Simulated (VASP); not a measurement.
Write the native input for VASP 6.6.1 that does the following.

* Task: single point
* Functional: r2SCAN
* Potentials or basis: VASP PAW PBE potentials, release 64 (Al, Ru_pv)
* Cutoff: 520 eV
* k mesh: 16 × 16 × 16
* Occupations: gaussian, width 0.15 eV
* Spin: no spin polarisation
* Dipole correction: no
* Further INCAR settings: ALGO = Normal; EDIFF = 1e-07; NBANDS = 16

AlRu:

```
CELL_PARAMETERS angstrom
2.99160 0.00000 0.00000
0.00000 2.99160 0.00000
0.00000 0.00000 2.90185
ATOMIC_POSITIONS crystal
Al 0.00000 0.00000 0.00000
Ru 0.50000 0.50000 0.50000
```

This cell differs from its parent crystal: strain -0.0300 x Voigt [0, 0, 1, 0, 0, 0].

The input as run:

POSCAR

```
AlRu
1.0
    2.9916000000      0.0000000000      0.0000000000
    0.0000000000      2.9916000000      0.0000000000
    0.0000000000      0.0000000000      2.9018520000
Al Ru
1 1
Direct
    0.0000000000      0.0000000000      0.0000000000
    0.5000000000      0.5000000000      0.5000000000
```

INCAR.step1

```
  PREC = Accurate
  ENCUT = 520
  ISMEAR = 0
  SIGMA = 0.15
  LREAL = F
  LASPH = T
  NELM = 80
  NBANDS = 16
  GGA = PE
  ALGO = Normal
  EDIFF = 1E-4
  LWAVE = T
  LCHARG = F
```

INCAR.step2

```
  PREC = Accurate
  ENCUT = 520
  EDIFF = 1E-7
  ISMEAR = 0
  SIGMA = 0.15
  LREAL = F
  LASPH = T
  NELM = 80
  ALGO = Normal
  ISIF = 2
  LWAVE = F
  LCHARG = F
  METAGGA = R2SCAN
  LMIXTAU = T
  NBANDS = 16
  ISTART = 1
```

KPOINTS

```
Automatic mesh
0
Gamma
  16 16 16
```

Potentials or basis: VASP PAW PBE potentials, release 64 (Al, Ru_pv).

Run with:

```console
$ cat potpaw_PBE.64/Al/POTCAR potpaw_PBE.64/Ru_pv/POTCAR > POTCAR
$ cp INCAR.step1 INCAR
$ mpirun -np 1 vasp_std > vasp.out
$ cp INCAR.step2 INCAR
$ mpirun -np 1 vasp_std > vasp.out
```

Results of the run:

```json
{"Pressure": "5.3 GPa", "Band gap on the k mesh": "zero (an odd number of electrons rules out a gap without spin polarisation)"}
```

Caveat: the cell differs from its parent crystal (strain -0.0300 x Voigt [0, 0, 1, 0, 0, 0]); the cell stands under pressure; the PAW data sets were made with another functional, which shifts forces and pressure a little.

It took 4.7 min on 1 thread of Intel(R) Xeon(R) Platinum 8488C (Sapphire Rapids), with other jobs on the host, peak memory 0.28 GiB.
